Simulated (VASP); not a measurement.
Here is a VASP 6.6.1 calculation.

File INCAR:

```
SYSTEM = In3As
PREC = Accurate ; ENCUT = 520
EDIFF = 1E-6 ; ISMEAR = 0
SIGMA = 0.15 ; LREAL = .FALSE.
LASPH = .TRUE. ; NELM = 80
ALGO = Fast ; ISIF = 2
LWAVE = .FALSE. ; LCHARG = .FALSE.
GGA = PS ; IVDW = 12
NBANDS = 30
```

The input KPOINTS:

```
regular mesh
0
G
  10 10 10
  0 0 0
```

Contents of POSCAR:

```
In3As
1.0
    4.5024438172      0.0000000000      0.0000000000
    0.0000000000      4.5024438172      0.0000000000
    0.0000000000      0.0000000000      4.5024438172
In As
3 1
Direct
    0.0000000000      0.5000000000      0.5000000000
    0.5000000000      0.0000000000      0.5000000000
    0.5000000000      0.5000000000      0.0000000000
    0.0000000000      0.0235574327      0.0235574327
```

Potentials or basis: VASP PAW PBE potentials, release 64 (In_d, As).

Command:

```console
$ cat potpaw_PBE.64/In_d/POTCAR potpaw_PBE.64/As/POTCAR > POTCAR
$ mpirun -np 1 vasp_std > vasp.out
```

Task: Estimate the pressure.

Result: 0.1 GPa.

Task: Estimate the band gap on the k mesh.

Result: Zero (bands 22 and 23 overlap by 4.55 eV).

Task: Estimate the largest force.

Result: 0.158 eV/Å.

Task: Estimate the dispersion energy per atom.

Result: -0.397 eV.

Forces on the atoms (eV/Å):
```
In   0.000  0.068  0.068
In   0.000 -0.145  0.063
In   0.000  0.063 -0.145
As   0.000  0.014  0.014
```

Caveat: the cell differs from its parent crystal (all As atoms moved -0.150 Å, as atom 4 towards its neighbour atom 1 (In) at 3.184 Å); the PAW data sets were made with another functional, which shifts forces and pressure a little; spin-orbit coupling is left out, which moves the levels of the heavy elements.
